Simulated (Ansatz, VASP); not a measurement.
**BiB: VASP beside Ansatz**

```xyz
4
Lattice="3.9278 0.0000 0.0000 -1.9639 3.4016 0.0000 0.0000 0.0000 6.4695" Properties=species:S:1:pos:R:3 pbc="T T T"
B     0.0000    2.2677    0.0007
B     1.9639    1.1339    3.2355
Bi    0.0000    2.2677    2.4254
Bi    1.9639    1.1339    5.6601
```

Alike in both runs: task single point; functional PBE; k mesh 6 × 6 × 4; occupations fermi-dirac, width 0.02 eV; no spin polarisation.

|  | VASP | Ansatz |
| --- | --- | --- |
| version | VASP 6.6.1 | Ansatz 0.2.0 |
| potentials or method | VASP PAW PBE potentials, release 64 (B, Bi_d) | plane waves, PAW |
| plane-wave cutoff (eV) | 520 | 420 |
| valence electrons in the cell | 36 | 36 |

|  | VASP | Ansatz | Ansatz less VASP |
| --- | --- | --- | --- |
| pressure (GPa) | -2.0 | -2.0 | +0.03 |
| traceless stress, the component that is largest in VASP (GPa) | -0.27 | -0.27 | -0.006 |
| rms of the force components (eV/Å) | 0.003 | 0.003 | +0.0004 |

Atom by atom the forces differ by 0.000 eV/Å (rms over components). The functional is the same, so the differences come from potentials, cutoffs and numerics.

Neither program's run includes spin-orbit coupling.
